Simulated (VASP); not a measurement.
Write the native input for VASP 6.6.1 that does the following.

```
Task                   : relaxation of cell and atoms
Functional             : PBE
Potentials or basis    : VASP PAW PBE potentials, release 64 (K_sv, Ag)
Cutoff                 : 600 eV
k mesh                 : 4 × 4 × 4
Occupations            : gaussian, width 0.1 eV
Spin                   : no spin polarisation
Dipole correction      : no
Further INCAR settings : ALGO = Normal; EDIFF = 1e-06; IBRION = 2; EDIFFG = -0.04; NSW = 90; ISIF = 3
```

The structure of K3Ag2 lies in POSCAR:

```
K3Ag2
1.0
    6.6681485800      0.0000000000      0.0000000000
    0.0000000000      6.6681485800      0.0000000000
    0.0000000000      0.0000000000      6.6681485800
K Ag
3 2
Direct
    0.0000000000      0.5000000000      0.5000000000
    0.5000000000      0.0000000000      0.5000000000
    0.5000000000      0.5000000000      0.0000000000
    0.0000000000      0.0000000000      0.0000000000
    0.5000000000      0.5000000000      0.5000000000
```

One way to write it, as run:

INCAR

```
PREC = Accurate
ENCUT = 600
EDIFF = 1E-6
ISMEAR = 0
SIGMA = 0.1
LREAL = False
LASPH = True
NELM = 100
ALGO = Normal
ISIF = 3
LWAVE = False
LCHARG = False
GGA = PE
IBRION = 2
NSW = 90
EDIFFG = -0.04
```

KPOINTS

```
Automatic mesh
0
Gamma
  4 4 4
```

Potentials or basis: VASP PAW PBE potentials, release 64 (K_sv, Ag).

Command:

```bash
$ cat potpaw_PBE.64/K_sv/POTCAR potpaw_PBE.64/Ag/POTCAR > POTCAR
$ mpirun -np 1 vasp_std > vasp.out
```

Results of the run:

The relaxed volume is 53.89 Å³/atom and the relaxed cell is a = 6.459 Å, b = 6.459 Å, c = 6.459 Å, α = 90.00°, β = 90.00°, γ = 90.00°. The space group after relaxing (to 0.05 Å) is Pm-3m (No. 221). The energy gained by relaxing is 11.5 meV/atom and the ionic steps are 3. The pressure after relaxing is -0.1 GPa.

Wall time 3.4 min on 1 thread of Intel(R) Xeon(R) Platinum 8488C (Sapphire Rapids), on a shared host, peak memory 0.47 GiB.
